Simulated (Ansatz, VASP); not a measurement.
**Two plane-wave programs on SnO2**

File INCAR:

```
  PREC = Accurate
  ENCUT = 520
  EDIFF = 1E-6
  ISMEAR = 0
  SIGMA = 0.05
  LREAL = F
  LASPH = T
  NELM = 60
  ALGO = Normal
  ISIF = 2
  LWAVE = F
  LCHARG = F
  GGA = PE
  IVDW = 12
  NBANDS = 64
```

Contents of KPOINTS:

```
regular mesh
0
Gamma
  6 6 6
```

File POSCAR:

```
SnO2
1.0
    3.2373377712      1.8690778337      4.2908446647
   -3.2373377712      1.8690778337      4.2908446647
    0.0000000000     -3.7381556673      4.2908446647
Sn O
4 8
Direct
    0.8635688947      0.8653839396      0.8653839395
    0.3635986491      0.3653852098      0.8653897059
    0.3635986491      0.8653897060      0.3653852098
    0.8635792464      0.3653914466      0.3653914465
    0.1071845045      0.6281563453      0.6281563620
    0.6071853568      0.1281958058      0.6281593846
    0.6071853568      0.6281593679      0.1281958226
    0.6312912407      0.5969604069      0.5969603908
    0.1071912301      0.1281847057      0.1281847225
    0.1313128838      0.0969217409      0.5969581116
    0.1313128838      0.5969581277      0.0969217247
    0.6312731413      0.0969411781      0.0969411620
```

Input for Ansatz:

```yaml
crystal:
  lattice:
    - [3.2373377712, 1.8690778337, 4.2908446647]
    - [-3.2373377712, 1.8690778337, 4.2908446647]
    - [0.0, -3.7381556673, 4.2908446647]
  atoms:
    - { symbol: Sn, position: [0.8635688947, 0.8653839396, 0.8653839395] }
    - { symbol: Sn, position: [0.3635986491, 0.3653852098, 0.8653897059] }
    - { symbol: Sn, position: [0.3635986491, 0.865389706, 0.3653852098] }
    - { symbol: Sn, position: [0.8635792464, 0.3653914466, 0.3653914465] }
    - { symbol: O, position: [0.1071845045, 0.6281563453, 0.628156362] }
    - { symbol: O, position: [0.6071853568, 0.1281958058, 0.6281593846] }
    - { symbol: O, position: [0.6071853568, 0.6281593679, 0.1281958226] }
    - { symbol: O, position: [0.6312912407, 0.5969604069, 0.5969603908] }
    - { symbol: O, position: [0.1071912301, 0.1281847057, 0.1281847225] }
    - { symbol: O, position: [0.1313128838, 0.0969217409, 0.5969581116] }
    - { symbol: O, position: [0.1313128838, 0.5969581277, 0.0969217247] }
    - { symbol: O, position: [0.6312731413, 0.0969411781, 0.096941162] }
basis:
  ecutwfc: 520.0
kpoints:
  mp_grid: { grid: [6, 6, 6] }
hamiltonian:
  xc: pbe
  pseudopotentials: { kind: paw, azcp: { folder: soft_1 } }
  dispersion: d3bj
scf:
  occupations: { method: gaussian, width: 0.05 }
output:
  forces: true
  stress: true
  eigenvalues: true
```

Change from the starting cell: mode 20 frozen in at +0.025 Å and mode 26 at -0.103 Å (largest displacements).

Alike in both runs: task single point; functional PBE; dispersion D3(BJ); k mesh 6 × 6 × 6; occupations gaussian, width 0.05 eV; no spin polarisation.

```csv
,VASP,Ansatz
version,VASP 6.6.1,Ansatz 0.2.0
potentials or method,"VASP PAW PBE potentials, release 64 (Sn_d, O), cutoff 520 eV","scalar-relativistic, plane waves, PAW"
valence electrons in the cell,104,104
```

```csv
,VASP,Ansatz,Ansatz less VASP
gap on the k mesh at the Fermi level (eV),1.49,1.51,+0.024
least direct gap on the mesh (eV),1.49,1.51,+0.024
pressure (GPa),2.4,1.7,-0.69
"traceless stress, the component that is largest in VASP (GPa)",-8.11,-7.96,+0.143
rms of the force components (eV/Å),0.698,0.681,-0.0168
```

Atom by atom the forces differ by 0.030 eV/Å (rms over components).
